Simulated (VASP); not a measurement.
# PbO (Litharge) (P4/nmm) in VASP: notebook

Aim: see how the results for PbO (Litharge) move with the level of theory and the settings. Levels: PBE, LDA, PBE+D4. Tasks: single point.

Program: VASP 6.6.1. These are calculated values, not measurements. Logs are shortened: lines on timing, memory, paths and dates and some standing lists are left out, and cuts for length are marked.

## 1. The cell of the first run

It takes space group P4/nmm (No. 129, tetragonal). Conventional cell: a = 3.980 Å, b = 3.980 Å, c = 5.001 Å, α = 90.00°, β = 90.00°, γ = 90.00°. Within 3.1 Å of Pb (site symmetry 4mm) lie 4 O at 2.32 Å. Within 3.1 Å of O (site symmetry -4m2) lie 4 Pb at 2.32 Å and 4 O at 2.81 Å.

## 2. Single point, PBE

Input file INCAR:

```
SYSTEM = PbO
PREC     = Accurate       ! precision mode
ENCUT    = 520            ! plane-wave cutoff, eV
EDIFF    = 1E-6           ! SCF threshold, eV
ISMEAR   = 0              ! smearing method
SIGMA    = 0.01           ! smearing width, eV
LREAL    = .False.        ! projectors in reciprocal space
LASPH    = .True.         ! aspherical terms in the spheres
NELM     = 60             ! most SCF steps
ALGO     = Normal         ! electronic algorithm
ISIF     = 2              ! what is computed and relaxed
LWAVE    = .False.        ! write WAVECAR
LCHARG   = .False.        ! write CHGCAR
GGA      = PE             ! functional
NBANDS   = 28             ! bands
```

Input file KPOINTS:

```
regular mesh
0
Gamma
  4 4 4
  0 0 0
```

Input file POSCAR:

```
PbO
1.0
    3.9804038208      0.0000000000      0.0000000000
    0.0000000000      3.9804038208      0.0000000000
    0.0000000000      0.0000000000      5.0009105968
Pb O
2 2
Direct
    0.0000000000      0.5000000000      0.2366326960
    0.5000000000      0.0000000000      0.7633673040
    0.0000000000      0.0000000000      0.0000000000
    0.5000000000      0.5000000000      0.0000000000
```

Potentials or basis: VASP PAW PBE potentials, release 64 (Pb_d, O).

Run with:

```console
$ cat potpaw_PBE.64/Pb_d/POTCAR potpaw_PBE.64/O/POTCAR > POTCAR
$ mpirun -np 1 vasp_std > vasp.out
```

OUTCAR:

```text
SYSTEM = PbO
   PREC = Accurate
   ENCUT = 520
   EDIFF = 1E-6
   ISMEAR = 0
   LREAL = .False.
   LASPH = .True.
   NELM = 60
   ISIF = 2
   GGA = PE

 ion  position               nearest neighbor table
   1  0.000  0.500  0.237-   3 2.32   4 2.32   3 2.32   4 2.32   2 3.68   2 3.68   2 3.68   2 3.68
                             2 3.85   2 3.85   2 3.85   2 3.85
   2  0.500  0.000  0.763-   3 2.32   4 2.32   4 2.32   3 2.32   1 3.68   1 3.68   1 3.68   1 3.68
                             1 3.85   1 3.85   1 3.85   1 3.85
   3  0.000  0.000  0.000-   1 2.32   2 2.32   1 2.32   2 2.32
   4  0.500  0.500  0.000-   1 2.32   2 2.32   2 2.32   1 2.32

  LATTYP: Found a simple tetragonal cell.
 ALAT       =     3.9804038208
 C/A-ratio  =     1.2563827245

  Lattice vectors:

 A1 = (   3.9804038208,   0.0000000000,   0.0000000000)
 A2 = (   0.0000000000,   3.9804038208,   0.0000000000)
 A3 = (   0.0000000000,   0.0000000000,   5.0009105968)

Analysis of symmetry for initial positions (statically):
=====================================================================
 Subroutine PRICEL returns:
 Original cell was already a primitive cell.

 Routine SETGRP: Setting up the symmetry group for a
 simple tetragonal supercell.

 Subroutine GETGRP returns: Found 16 space group operations
 (whereof  8 operations were pure point group operations)
 out of a pool of 16 trial point group operations.

The static configuration has the point symmetry D_2d.
 The point group associated with its full space group is D_4h.

Analysis of symmetry for dynamics (positions and initial velocities):
=====================================================================
 Subroutine PRICEL returns:
 Original cell was already a primitive cell.

 Routine SETGRP: Setting up the symmetry group for a
 simple tetragonal supercell.

 Subroutine GETGRP returns: Found 16 space group operations
 (whereof  8 operations were pure point group operations)
 out of a pool of 16 trial point group operations.

The dynamic configuration has the point symmetry D_2d.
 The point group associated with its full space group is D_4h.

 Subroutine INISYM returns: Found 16 space group operations
 (whereof  8 operations are pure point group operations),
 and found     1 'primitive' translations

----------------------------------------------------------------------------------------

                                     Primitive cell

  volume of cell :      79.2325

  direct lattice vectors                    reciprocal lattice vectors
     3.980403821  0.000000000  0.000000000     0.251230791  0.000000000  0.000000000
     0.000000000  3.980403821  0.000000000     0.000000000  0.251230791  0.000000000
     0.000000000  0.000000000  5.000910597     0.000000000  0.000000000  0.199963583

  length of vectors
     3.980403821  3.980403821  5.000910597     0.251230791  0.251230791  0.199963583

  position of ions in fractional coordinates (direct lattice)
     0.000000000  0.500000000  0.236632696
     0.500000000  0.000000000  0.763367304
     0.000000000  0.000000000  0.000000000
     0.500000000  0.500000000  0.000000000

  ion indices of the primitive-cell ions
   primitive index   ion index
                 1           1
                 2           2
                 3           3
                 4           4

----------------------------------------------------------------------------------------

 KPOINTS: regular mesh

Automatic generation of k-mesh.
 Grid dimensions read from file:
 generate k-points for:    4    4    4

 Generating k-lattice:

  Cartesian coordinates                     Fractional coordinates (reciprocal lattice)
     0.062807698  0.000000000  0.000000000     0.250000000  0.000000000  0.000000000
     0.000000000  0.062807698  0.000000000     0.000000000  0.250000000  0.000000000
     0.000000000  0.000000000  0.049990896     0.000000000  0.000000000  0.250000000

  Length of vectors
     0.062807698  0.062807698  0.049990896

  Shift w.r.t. Gamma in fractional coordinates (k-lattice)
     0.000000000  0.000000000  0.000000000

 Subroutine IBZKPT returns following result:
 ===========================================

 Found     18 irreducible k-points:

 Following reciprocal coordinates:
            Coordinates               Weight
  0.000000  0.000000  0.000000      1.000000
  0.250000  0.000000  0.000000      4.000000
  0.500000  0.000000  0.000000      2.000000
  0.250000  0.250000  0.000000      4.000000
  0.500000  0.250000  0.000000      4.000000
  0.500000  0.500000  0.000000      1.000000
[... 10 lines left out ...]
  0.500000  0.250000  0.500000      4.000000
  0.500000  0.500000  0.500000      1.000000
   k-points           NKPTS =     18   k-points in BZ     NKDIM =     18   number of bands    NBANDS=     28
   number of dos      NEDOS =    301   number of ions     NIONS =      4
   total plane-waves  NPLWV =  36000
   dimension x,y,z NGX =    30 NGY =   30 NGZ =   40
   dimension x,y,z NGXF=    60 NGYF=   60 NGZF=   80
   ions per type =               2   2
   NGX,Y,Z   is equivalent  to a cutoff of  12.53, 12.53, 13.30 a.u.
   NGXF,Y,Z  is equivalent  to a cutoff of  25.06, 25.06, 26.59 a.u.
 SYSTEM =  PbO
   PREC   = accura    normal or accurate (medium, high low for compatibility)
   ISTART =      0    job   : 0-new  1-cont  2-samecut
   ICHARG =      2    charge: 1-file 2-atom 10-const
   ISPIN  =      1    spin polarized calculation?
   LNONCOLLINEAR =      F non collinear calculations
   LSORBIT =      F    spin-orbit coupling
   LASPH  =      T    aspherical Exc in radial PAW
   ENCUT  =  520.0 eV  38.22 Ry    6.18 a.u.   7.40  7.40  9.30*2*pi/ulx,y,z
   NELM   =     60;   NELMIN=  2; NELMDL= -5     # of ELM steps
   EDIFF  = 0.1E-05   stopping-criterion for ELM
   LREAL  =      F    real-space projection
   EDIFFG = 0.1E-04   stopping-criterion for IOM
   NSW    =      0    number of steps for IOM
   IBRION =     -1    ionic relax: 0-MD 1-quasi-New 2-CG
   NFREE  =      0    steps in history (QN), initial steepest desc. (CG)
   ISIF   =      2    stress and relaxation
   ISYM   =      2    0-nonsym 1-usesym 2-fastsym
   POTIM  = 0.5000    time-step for ionic-motion
   TEBEG  =    0.0;   TEEND  =   0.0 temperature during run
   PSTRESS=    0.0 pullay stress
   NELECT =      40.0000    total number of electrons
   NUPDOWN=      -1.0000    fix difference up-down
   EMIN   =  10.00;   EMAX   =-10.00  energy-range for DOS
   EFERMI =   0.00;   METHOD = LEGACY
   ISMEAR =     0;   SIGMA  =   0.01  broadening in eV -4-tet -1-fermi 0-gaus
   EFERMI_NEDOS =   21; number of points for ismear=-14 and -15
   IALGO  =     38    algorithm
   IMIX   =      4    mixing-type and parameters
     AMIX     =   0.40;   BMIX     =  1.00
     AMIX_MAG =   1.60;   BMIX_MAG =  1.00
  volume/ion in A,a.u.               =      19.81       133.67
  Fermi-wavevector in a.u.,A,eV,Ry     =   1.303548  2.463349 23.119530  1.699237
  Thomas-Fermi vector in A             =   2.434543
   LORBIT       =      0    0 simple, 1 ext, 2 COOP (PROOUT), +10 PAW based schemes
   GGA     = PE    functional components
   LHFCALC =     F    Hartree Fock is set to
   AEXX    =    0.0000 exact exchange contribution
   IVDW    =     0    specifies the selected vdW correction
   LEPSILON=     F    determine dielectric tensor
   LRPA    =     F    only Hartree local field effects (RPA)
 non-spin polarized calculation
 Gauss-broadening in eV      SIGMA  =   0.01
  energy-cutoff  :      520.00
  volume of cell :       79.23
 maximum number of plane-waves:      2170
 NGX is ok and might be reduce to    30
   NGX = 15   NGY = 15   NGZ = 19

 number of electron      39.9999997 magnetization

 Free energy of the ion-electron system (eV)
  ---------------------------------------------------
  ext. energy  EPLUGINS =         0.00000000
  ---------------------------------------------------
  free energy    TOTEN  =       -21.41184745 eV

  energy without entropy =      -21.41184745  energy(sigma->0) =      -21.41184745

 E-fermi :   5.2880     XC(G=0):  -9.8492

 val. band max:        5.1665495286   @ k =   0.0000   0.0000   0.0000
 cond. band min:       6.3973877744   @ k =   0.5000   0.5000   0.0000
 fundamental gap:      1.2308382458
 Fermi energy:         5.2879887482

 k-point     1 :       0.0000    0.0000    0.0000
  band No.  band energies     occupation
      1     -13.2379      2.00000
      2     -12.7025      2.00000
      3     -10.8512      2.00000
      4     -10.8512      2.00000
      5     -10.7900      2.00000
      6     -10.7676      2.00000
[... 20 lines left out ...]
     27      12.7150      0.00000
     28      13.2661      0.00000

 k-point     2 :       0.2500    0.0000    0.0000
  band No.  band energies     occupation
      1     -13.1157      2.00000
      2     -12.7471      2.00000
      3     -10.8225      2.00000
      4     -10.8158      2.00000
      5     -10.7454      2.00000
      6     -10.7349      2.00000
[... 20 lines left out ...]
     27      13.1991      0.00000
     28      16.0709      0.00000

 k-point     3 :       0.5000    0.0000    0.0000
  band No.  band energies     occupation
      1     -12.8966      2.00000
      2     -12.8966      2.00000
      3     -10.7597      2.00000
      4     -10.7597      2.00000
      5     -10.7496      2.00000
      6     -10.7496      2.00000
[... 20 lines left out ...]
     27      14.3860      0.00000
     28      14.3860      0.00000

 k-point     4 :       0.2500    0.2500    0.0000
  band No.  band energies     occupation
      1     -13.0282      2.00000
      2     -12.7761      2.00000
      3     -10.8105      2.00000
      4     -10.7596      2.00000
      5     -10.7166      2.00000
      6     -10.7134      2.00000
[... 392 lines left out ...]
     27      15.8321      0.00000
     28      16.3759      0.00000

 k-point    17 :       0.5000    0.2500    0.5000
  band No.  band energies     occupation
      1     -12.8826      2.00000
      2     -12.8826      2.00000
      3     -10.7734      2.00000
      4     -10.7734      2.00000
      5     -10.7055      2.00000
      6     -10.7055      2.00000
[... 20 lines left out ...]
     27      16.1361      0.00000
     28      16.1361      0.00000

 k-point    18 :       0.5000    0.5000    0.5000
  band No.  band energies     occupation
      1     -12.8640      2.00000
      2     -12.8640      2.00000
      3     -10.7168      2.00000
      4     -10.7168      2.00000
      5     -10.6824      2.00000
      6     -10.6824      2.00000
[... 20 lines left out ...]
     27      16.3530      0.00000
     28      16.3530      0.00000

------------------------ aborting loop because EDIFF is reached ----------------------------------------

  FORCE on cell =-STRESS in cart. coord.  units (eV):
  Direction    XX          YY          ZZ          XY          YZ          ZX
  --------------------------------------------------------------------------------------
  -------------------------------------------------------------------------------------
  Total        2.4228024      2.4228024      1.9678865      0.0000000     -0.0000000      0.0000000
  in kB       48.9920054     48.9920054     39.7930531      0.0000000     -0.0000000      0.0000000
  external PRESSURE =      45.9256880 kB  Pullay stress =       0.0000000 kB

 VOLUME and BASIS-vectors are now :
 -----------------------------------------------------------------------------
  energy-cutoff  :      520.00
  volume of cell :       79.23
      direct lattice vectors                 reciprocal lattice vectors
     3.980403821  0.000000000  0.000000000     0.251230791  0.000000000  0.000000000
     0.000000000  3.980403821  0.000000000     0.000000000  0.251230791  0.000000000
     0.000000000  0.000000000  5.000910597     0.000000000  0.000000000  0.199963583

 POSITION                                       TOTAL-FORCE (eV/Angst)
 -----------------------------------------------------------------------------------
      0.00000      1.99020      1.18338        -0.000000      0.000000      0.397746
      1.99020      0.00000      3.81753         0.000000      0.000000     -0.397746
      0.00000      0.00000      0.00000        -0.000000      0.000000      0.000000
      1.99020      1.99020      0.00000        -0.000000     -0.000000      0.000000
 -----------------------------------------------------------------------------------
    total drift:                                0.000000      0.000000     -0.000000

  FREE ENERGIE OF THE ION-ELECTRON SYSTEM (eV)
  ---------------------------------------------------
  free  energy   TOTEN  =       -21.4118474515 eV

  energy  without entropy=      -21.4118474515  energy(sigma->0) =      -21.41184745
```

It took 63 s on 1 thread of Intel Xeon 8259CL, shared host; peak memory 0.2 GiB.

Results:

```yaml
Free_energy: -21.4118 eV
Pressure: 4.6 GPa
Largest_force: 0.398 eV/Å
Band_gap_on_the_k_mesh: 1.23 eV, indirect (least direct gap 2.27 eV)
```

Forces on the atoms (eV/Å):
```
Pb   0.000  0.000  0.398
Pb   0.000  0.000 -0.398
O    0.000  0.000  0.000
O    0.000  0.000  0.000
```

Levels at points of the mesh, in eV from the valence-band top:
| k point | band 17 | band 18 | band 19 | band 20 | band 21 | band 22 | band 23 | band 24 |
| --- | --- | --- | --- | --- | --- | --- | --- | --- |
| (0.00, 0.00, 0.00) | -1.70 | -1.67 | -1.67 | 0.00 | 2.40 | 5.52 | 5.66 | 5.66 |
| (0.50, 0.00, 0.00) | -3.01 | -3.01 | -1.64 | -1.64 | 3.42 | 3.42 | 6.61 | 6.61 |
| (0.50, 0.50, 0.00) | -1.64 | -1.64 | -1.04 | -1.04 | 1.23 | 1.23 | 5.32 | 5.32 |
| (0.00, 0.00, 0.50) | -1.74 | -1.70 | -1.70 | -0.92 | 1.97 | 4.03 | 4.03 | 4.26 |
| (0.50, 0.00, 0.50) | -2.98 | -2.98 | -0.98 | -0.98 | 3.11 | 3.11 | 6.34 | 6.34 |
| (0.50, 0.50, 0.50) | -2.23 | -2.23 | -1.04 | -1.04 | 3.49 | 3.49 | 4.79 | 4.79 |

Caveat: spin-orbit coupling is left out, which moves the levels of the heavy elements. A k mesh can miss the band edges.

## 3. Single point, PBE

Input file INCAR:

```
SYSTEM = PbO
PREC = Accurate
ENCUT = 520
EDIFF = 1E-6
ISMEAR = -1
SIGMA = 0.02
LREAL = .False.
LASPH = .True.
NELM = 60
ALGO = Normal
ISIF = 2
LWAVE = .False.
LCHARG = .False.
GGA = PE
NBANDS = 28
```

Input file KPOINTS:

```
Automatic mesh
0
Gamma
  6 6 6
  0 0 0
```

POSCAR is that of step 2.

Potentials or basis: VASP PAW PBE potentials, release 64 (Pb_d, O).

Run with:

```console
$ cat potpaw_PBE.64/Pb_d/POTCAR potpaw_PBE.64/O/POTCAR > POTCAR
$ mpirun -np 1 vasp_std > vasp.out
```

It took 2 min on 1 thread of Intel Xeon 8259CL, shared host; peak memory 0.22 GiB.

Results (log left out):

* Free energy: -21.4167 eV
* Pressure: 4.6 GPa
* Largest force: 0.400 eV/Å
* Band gap on the k mesh: 1.23 eV, indirect (least direct gap 2.28 eV)

Forces in eV/Å, atoms in the order of the input:
```
Pb   0.000  0.000  0.400
Pb   0.000  0.000 -0.400
O    0.000  0.000  0.000
O    0.000  0.000  0.000
```

Stress tensor (GPa, compression positive):
```
4.88 0.00 0.00
0.00 4.88 0.00
0.00 0.00 3.95
```

Levels at points of the mesh, in eV from the valence-band top:
```csv
k point,band 18,band 19,band 20,band 21,band 22,band 23
"(0.00, 0.00, 0.00)",-1.67,-1.67,0.00,2.40,5.52,5.66
"(0.50, 0.00, 0.00)",-3.02,-1.64,-1.64,3.42,3.42,6.61
"(0.50, 0.50, 0.00)",-1.64,-1.04,-1.04,1.23,1.23,5.33
"(0.00, 0.00, 0.50)",-1.70,-1.70,-0.92,1.97,4.03,4.03
"(0.50, 0.00, 0.50)",-2.98,-0.98,-0.98,3.11,3.11,6.34
"(0.50, 0.50, 0.50)",-2.23,-1.05,-1.05,3.49,3.49,4.79
```

Caveat: spin-orbit coupling is left out, which moves the levels of the heavy elements. A k mesh can miss the band edges.

(Part 1 of 2 ends here.)
